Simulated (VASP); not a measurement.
# Na3Rh (Pm-3m) in VASP: relaxation of cell and atoms with PBE

Aim: the relaxation of cell and atoms of Na3Rh with PBE.

Program: VASP 6.6.1. These are calculated values, not measurements. Logs are shortened: lines on timing, memory, paths and dates and some standing lists are left out, and cuts for length are marked.

## (1) The cell of the first run

It takes space group Pm-3m (No. 221, cubic). The conventional cell has a = 4.185 Å, b = 4.185 Å, c = 4.185 Å, α = 90.00°, β = 90.00°, γ = 90.00°. Na (site symmetry 4/mmm) has 8 Na at 2.96 Å and 4 Rh at 2.96 Å within 3.9 Å. Within 3.9 Å of Rh (site symmetry m-3m) lie 12 Na at 2.96 Å.

## (2) Relaxation of cell and atoms, PBE

INCAR

```
SYSTEM = Na3Rh
ALGO = Normal ; EDIFF = 1E-7
EDIFFG = -0.04 ; ENCUT = 1130
GGA = PE ; GGA_COMPAT = .FALSE.
IBRION = 2 ; ISIF = 3
ISMEAR = 0 ; LASPH = .TRUE.
LCHARG = .FALSE. ; LREAL = .FALSE.
LWAVE = .FALSE. ; NELM = 120
NELMIN = 4 ; NSW = 90
PREC = Accurate ; SIGMA = 0.1
```

KPOINTS

```
k-points
0
G
  4 4 4
  0 0 0
```

POSCAR

```
Na3Rh
1.0
    4.1846053971      0.0000000000      0.0000000000
    0.0000000000      4.1846053971      0.0000000000
    0.0000000000      0.0000000000      4.1846053971
Na Rh
3 1
Direct
    0.0000000000      0.5000000000      0.5000000000
    0.5000000000      0.0000000000      0.5000000000
    0.5000000000      0.5000000000      0.0000000000
    0.0000000000      0.0000000000      0.0000000000
```

Potentials or basis: VASP PAW PBE potentials, release 64 (Na_sv, Rh_sv_GW).

Started as:

```bash
$ cat potpaw_PBE.64/Na_sv/POTCAR potpaw_PBE.64/Rh_sv_GW/POTCAR > POTCAR
$ mpirun -np 1 vasp_std > vasp.out
```

OUTCAR:

```text
SYSTEM = Na3Rh
   EDIFF = 1E-7
   EDIFFG = -0.04
   ENCUT = 1130
   GGA = PE
   IBRION = 2
   ISIF = 3
   ISMEAR = 0
   LASPH = .TRUE.
   LREAL = .FALSE.
   NELM = 120
   NELMIN = 4
   NSW = 90
   PREC = Accurate

 ion  position               nearest neighbor table
   1  0.000  0.500  0.500-
   2  0.500  0.000  0.500-
   3  0.500  0.500  0.000-
   4  0.000  0.000  0.000-

  LATTYP: Found a simple cubic cell.
 ALAT       =     4.1846053971

  Lattice vectors:

 A1 = (   4.1846053971,   0.0000000000,   0.0000000000)
 A2 = (   0.0000000000,   4.1846053971,   0.0000000000)
 A3 = (   0.0000000000,   0.0000000000,   4.1846053971)

Analysis of symmetry for initial positions (statically):
=====================================================================
 Subroutine PRICEL returns:
 Original cell was already a primitive cell.

 Routine SETGRP: Setting up the symmetry group for a
 simple cubic supercell.

 Subroutine GETGRP returns: Found 48 space group operations
 (whereof 48 operations were pure point group operations)
 out of a pool of 48 trial point group operations.

The static configuration has the point symmetry O_h .

Analysis of symmetry for dynamics (positions and initial velocities):
=====================================================================
 Subroutine PRICEL returns:
 Original cell was already a primitive cell.

 Routine SETGRP: Setting up the symmetry group for a
 simple cubic supercell.

 Subroutine GETGRP returns: Found 48 space group operations
 (whereof 48 operations were pure point group operations)
 out of a pool of 48 trial point group operations.

The dynamic configuration has the point symmetry O_h .

 Subroutine INISYM returns: Found 48 space group operations
 (whereof 48 operations are pure point group operations),
 and found     1 'primitive' translations

----------------------------------------------------------------------------------------

                                     Primitive cell

  volume of cell :      73.2763

  direct lattice vectors                    reciprocal lattice vectors
     4.184605397  0.000000000  0.000000000     0.238971159  0.000000000  0.000000000
     0.000000000  4.184605397  0.000000000     0.000000000  0.238971159  0.000000000
     0.000000000  0.000000000  4.184605397     0.000000000  0.000000000  0.238971159

  length of vectors
     4.184605397  4.184605397  4.184605397     0.238971159  0.238971159  0.238971159

  position of ions in fractional coordinates (direct lattice)
[... 51 lines left out ...]
   number of dos      NEDOS =    301   number of ions     NIONS =      4
   total plane-waves  NPLWV = 110592
   dimension x,y,z NGX =    48 NGY =   48 NGZ =   48
   dimension x,y,z NGXF=    96 NGYF=   96 NGZF=   96
   ions per type =               3   1
   NGX,Y,Z   is equivalent  to a cutoff of  19.07, 19.07, 19.07 a.u.
   NGXF,Y,Z  is equivalent  to a cutoff of  38.14, 38.14, 38.14 a.u.
 SYSTEM =  Na3Rh
   PREC   = accura    normal or accurate (medium, high low for compatibility)
   ISTART =      0    job   : 0-new  1-cont  2-samecut
   ICHARG =      2    charge: 1-file 2-atom 10-const
   ISPIN  =      1    spin polarized calculation?
   LNONCOLLINEAR =      F non collinear calculations
   LSORBIT =      F    spin-orbit coupling
   LASPH  =      T    aspherical Exc in radial PAW
   ENCUT  = 1130.0 eV  83.05 Ry    9.11 a.u.  11.47 11.47 11.47*2*pi/ulx,y,z
   NELM   =    120;   NELMIN=  4; NELMDL= -5     # of ELM steps
   EDIFF  = 0.1E-06   stopping-criterion for ELM
   LREAL  =      F    real-space projection
   EDIFFG = -.4E-01   stopping-criterion for IOM
   NSW    =     90    number of steps for IOM
   IBRION =      2    ionic relax: 0-MD 1-quasi-New 2-CG
   NFREE  =      1    steps in history (QN), initial steepest desc. (CG)
   ISIF   =      3    stress and relaxation
   ISYM   =      2    0-nonsym 1-usesym 2-fastsym
   POTIM  = 0.5000    time-step for ionic-motion
   TEBEG  =    0.0;   TEEND  =   0.0 temperature during run
   PSTRESS=    0.0 pullay stress
   NELECT =      44.0000    total number of electrons
   NUPDOWN=      -1.0000    fix difference up-down
   EMIN   =  10.00;   EMAX   =-10.00  energy-range for DOS
   EFERMI =   0.00;   METHOD = LEGACY
   ISMEAR =     0;   SIGMA  =   0.10  broadening in eV -4-tet -1-fermi 0-gaus
   EFERMI_NEDOS =   21; number of points for ismear=-14 and -15
   IALGO  =     38    algorithm
   IMIX   =      4    mixing-type and parameters
     AMIX     =   0.40;   BMIX     =  1.00
     AMIX_MAG =   1.60;   BMIX_MAG =  1.00
  volume/ion in A,a.u.               =      18.32       123.62
  Fermi-wavevector in a.u.,A,eV,Ry     =   1.381141  2.609977 25.953783  1.907549
  Thomas-Fermi vector in A             =   2.505952
   LORBIT       =      0    0 simple, 1 ext, 2 COOP (PROOUT), +10 PAW based schemes
   GGA     = PE    functional components
   LHFCALC =     F    Hartree Fock is set to
   AEXX    =    0.0000 exact exchange contribution
   IVDW    =     0    specifies the selected vdW correction
   LEPSILON=     F    determine dielectric tensor
   LRPA    =     F    only Hartree local field effects (RPA)
 conjugate gradient relaxation of ions
 non-spin polarized calculation
 Gauss-broadening in eV      SIGMA  =   0.10
  energy-cutoff  :     1130.00
  volume of cell :       73.28
 maximum number of plane-waves:      6382
 NGX is ok and might be reduce to    48
   NGX = 23   NGY = 23   NGZ = 23

--------------------------------------- Ionic step        1  -------------------------------------------

 number of electron      44.0000000 magnetization

 Free energy of the ion-electron system (eV)
  ---------------------------------------------------
  ext. energy  EPLUGINS =         0.00000000
  ---------------------------------------------------
  free energy    TOTEN  =        -8.35555788 eV

  energy without entropy =       -8.33311391  energy(sigma->0) =       -8.34433590

 E-fermi :   3.8121     XC(G=0):  -9.4241

 val. band max:        3.7752043395   @ k =   0.5000   0.2500   0.2500
 cond. band min:       3.9029916210   @ k =   0.5000   0.2500   0.2500
 fundamental gap:      0.1277872815
 Fermi energy:         3.8121477825

 k-point     1 :       0.0000    0.0000    0.0000
  band No.  band energies     occupation
      1     -72.7649      2.00000
      2     -48.3161      2.00000
      3     -48.2745      2.00000
      4     -48.2745      2.00000
      5     -40.7253      2.00000
      6     -40.7253      2.00000
[... 392 lines left out ...]
--------------------------------------- Ionic step        4  -------------------------------------------

 number of electron      44.0000008 magnetization

 Free energy of the ion-electron system (eV)
  ---------------------------------------------------
  ext. energy  EPLUGINS =         0.00000000
  ---------------------------------------------------
  free energy    TOTEN  =        -8.65245374 eV

  energy without entropy =       -8.62772842  energy(sigma->0) =       -8.64009108

 E-fermi :   2.5659     XC(G=0):  -8.6470

 val. band max:        2.5264412623   @ k =   0.5000   0.2500   0.2500
 cond. band min:       2.6461258483   @ k =   0.5000   0.2500   0.2500
 fundamental gap:      0.1196845860
 Fermi energy:         2.5658614721

 k-point     1 :       0.0000    0.0000    0.0000
  band No.  band energies     occupation
      1     -73.9322      2.00000
      2     -49.5551      2.00000
      3     -49.5362      2.00000
      4     -49.5362      2.00000
      5     -41.8802      2.00000
      6     -41.8802      2.00000
[... 310 lines left out ...]
  FREE ENERGIE OF THE ION-ELECTRON SYSTEM (eV)
  ---------------------------------------------------
  free  energy   TOTEN  =        -8.6524537433 eV

  energy  without entropy=       -8.6277284193  energy(sigma->0) =       -8.64009108

 reached required accuracy - stopping structural energy minimisation
```

OSZICAR:

```text
N       E                     dE             d eps       ncg     rms          rms(c)
DAV:   1     0.111197013883E+04    0.11120E+04   -0.37431E+04   520   0.316E+03
DAV:   2     0.123653939442E+03   -0.98832E+03   -0.96190E+03   660   0.101E+03
DAV:   3     0.702202847079E+01   -0.11663E+03   -0.11330E+03   804   0.325E+02
[... 51 lines left out ...]
DAV:   8    -0.865244719246E+01    0.83053E-04   -0.51845E-04   838   0.874E-02    0.142E-02
DAV:   9    -0.865245324865E+01   -0.60562E-05   -0.11765E-05   788   0.257E-02    0.372E-03
DAV:  10    -0.865245346861E+01   -0.21996E-06   -0.33860E-07   416   0.395E-03    0.815E-04
DAV:  11    -0.865245374698E+01   -0.27837E-06   -0.32931E-08   288   0.280E-03    0.380E-04
DAV:  12    -0.865245374325E+01    0.37289E-08   -0.13429E-08   260   0.198E-03
   4 F= -.86524537E+01 E0= -.86400911E+01  d E =-.296896E+00
```

CONTCAR:

```text
Na3Rh
   1.00000000000000
     4.4598303566323541    0.0000000000000000   -0.0000000000000000
     0.0000000000000000    4.4598303566323541    0.0000000000000000
     0.0000000000000000    0.0000000000000000    4.4598303566323541
  Na              Rh
     3     1
Direct
     0.0000000000000000    0.5000000000000000    0.5000000000000000
     0.5000000000000000    0.0000000000000000    0.5000000000000000
     0.5000000000000000    0.5000000000000000    0.0000000000000000
     0.0000000000000000    0.0000000000000000    0.0000000000000000

  0.00000000E+00  0.00000000E+00  0.00000000E+00
  0.00000000E+00  0.00000000E+00  0.00000000E+00
  0.00000000E+00  0.00000000E+00  0.00000000E+00
  0.00000000E+00  0.00000000E+00  0.00000000E+00
```

Wall time 3.5 min (1 thread of Intel Xeon Platinum 8259CL at 2.50GHz (Skylake/Cascade Lake), shared host); peak memory 0.38 GiB.

Results:

| Quantity | Value |
| --- | --- |
| Free energy | -8.6525 eV |
| Relaxed volume | 22.18 Å³/atom |
| Relaxed cell | a = 4.460 Å, b = 4.460 Å, c = 4.460 Å, α = 90.00°, β = 90.00°, γ = 90.00° |
| Space group after relaxing (to 0.1 Å) | Pm-3m (No. 221) |
| Energy gained by relaxing | 74.2 meV/atom |
| Ionic steps | 4 |
| Pressure after relaxing | -0.1 GPa |
| Band gap on the k mesh | zero (bands 22 and 23 overlap by 1.17 eV) |

The path:
```
step  energy change (eV)  largest force (eV/Å)  pressure (GPa)  volume (Å³)
   1              0.0000                0.0000            7.41        73.28
   2             -0.2614                0.0000            2.06        82.63
   3             -0.2934                0.0000           -0.54        90.52
   4             -0.2969                0.0000           -0.06        88.71
```

Final structure:
```yaml
crystal:
  lattice:
    - [4.45983, 0.00000, 0.00000]
    - [0.00000, 4.45983, 0.00000]
    - [0.00000, 0.00000, 4.45983]
  atoms:
    - { symbol: Na, position: [0.00000, 0.50000, 0.50000] }
    - { symbol: Na, position: [0.50000, 0.00000, 0.50000] }
    - { symbol: Na, position: [0.50000, 0.50000, 0.00000] }
    - { symbol: Rh, position: [0.00000, 0.00000, 0.00000] }
```

Levels at points of the mesh, in eV from the Fermi level:
| k point | band 18 | band 19 | band 20 | band 21 | band 22 | band 23 | band 24 | band 25 | band 26 |
| --- | --- | --- | --- | --- | --- | --- | --- | --- | --- |
| (0.00, 0.00, 0.00) | -1.00 | -1.00 | -0.42 | -0.42 | -0.42 | 3.14 | 3.35 | 3.35 | 3.35 |
| (0.50, 0.00, 0.00) | -1.70 | -0.90 | -0.62 | -0.62 | -0.39 | -0.07 | 4.49 | 4.82 | 4.82 |
| (0.50, 0.50, 0.00) | -1.25 | -0.56 | -0.56 | -0.15 | 0.20 | 0.20 | 0.26 | 1.46 | 6.28 |
| (0.50, 0.50, 0.50) | -1.05 | -1.05 | -0.16 | -0.16 | 1.10 | 1.38 | 1.60 | 1.60 | 1.60 |

Caveat: the k points lie up to 0.35 Å⁻¹ apart in the final cell, too coarse for converged energies and pressures of a metal; the volume moved by over 15 % at a fixed basis, so the end points are rough.

The gap in the log of VASP goes by the Fermi energy; the results here count the filled bands.